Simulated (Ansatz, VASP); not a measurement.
Two plane-wave programs on HgTe

```
Hg Te
1.0
    -3.06577    3.06577    1.56974
     3.06577   -3.06577    1.56974
     3.06577    3.06577   -1.56974
Hg Te
1 1
Cartesian
  3.0658 0.0000 0.7849
  0.0000 0.0000 0.0000
```

Alike in both runs: task single point; functional LDA; k mesh 8 × 8 × 8; occupations fermi-dirac, width 0.1 eV; no spin polarisation.

```csv
,VASP,Ansatz
version,VASP 6.6.1,Ansatz 0.2.0
potentials or method,"VASP PAW LDA potentials, release 64 (Hg, Te), cutoff 520 eV","plane waves, PAW"
valence electrons in the cell,18,36
```

VASP gave:

| Property | Result |
| --- | --- |
| pressure (GPa) | -5.6 |
| traceless stress, the component that is largest in VASP (GPa) | 0.35 |

Task: What did Ansatz give for the same quantities?

Result: Pressure (GPa): -5.8; traceless stress, the component that is largest in VASP (GPa): 0.35.

LDA's correlation is that of Perdew and Zunger in VASP and of Perdew and Wang (1992) in Ansatz. VASP's potentials hold 18 valence electrons a cell and Ansatz's 36, so a difference there can come from the potentials and not from the codes.

Spin-orbit coupling is off throughout.
